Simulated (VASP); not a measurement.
Wanted: the native input for a VASP 6.6.1 run.

- Task: single point
- Functional: PBEsol
- Potentials or basis: VASP PAW PBE potentials, release 64 (Rb_sv)
- Cutoff: 520 eV
- k mesh: 12 × 12 × 12
- Occupations: gaussian, width 0.15 eV
- Spin: no spin polarisation
- Dipole correction: no
- Further INCAR settings: ALGO = Fast; EDIFF = 1e-06; NBANDS = 10

The structure of Rb lies in POSCAR:

```
Rb
1.0
   -2.8901800000      2.8901800000      2.7218200000
    2.8901800000     -2.8901800000      2.7218200000
    2.8901800000      2.8901800000     -2.7218200000
Rb
1
Direct
    0.0000000000      0.0000000000      0.0000000000
```

This cell differs from its parent crystal: strain +0.030 along x and y, -0.030 along z.

The input as run:

INCAR

```
SYSTEM = Rb
PREC = Accurate
ENCUT = 520
EDIFF = 1E-6
ISMEAR = 0
SIGMA = 0.15
LREAL = .FALSE.
LASPH = .TRUE.
NELM = 100
ALGO = Fast
ISIF = 2
LWAVE = .FALSE.
LCHARG = .TRUE.
GGA = PS
LELF = .TRUE.
LVHAR = .TRUE.
NBANDS = 10
```

KPOINTS

```
Automatic mesh
0
G
  12 12 12
  0 0 0
```

Potentials or basis: VASP PAW PBE potentials, release 64 (Rb_sv).

Launch:

```console
$ cat potpaw_PBE.64/Rb_sv/POTCAR > POTCAR
$ mpirun -np 1 vasp_std > vasp.out
```

It gave:

```yaml
Pressure: -0.1 GPa
Band_gap_on_the_k_mesh: zero (an odd number of electrons rules out a gap without spin polarisation)
```

Caveat: the cell differs from its parent crystal (strain +0.030 along x and y, -0.030 along z); the PAW data sets were made with another functional, which shifts forces and pressure a little.

Wall time 2.2 min on 1 thread of Intel(R) Xeon(R) Platinum 8488C (Sapphire Rapids) (shared host), peak memory 0.32 GiB.
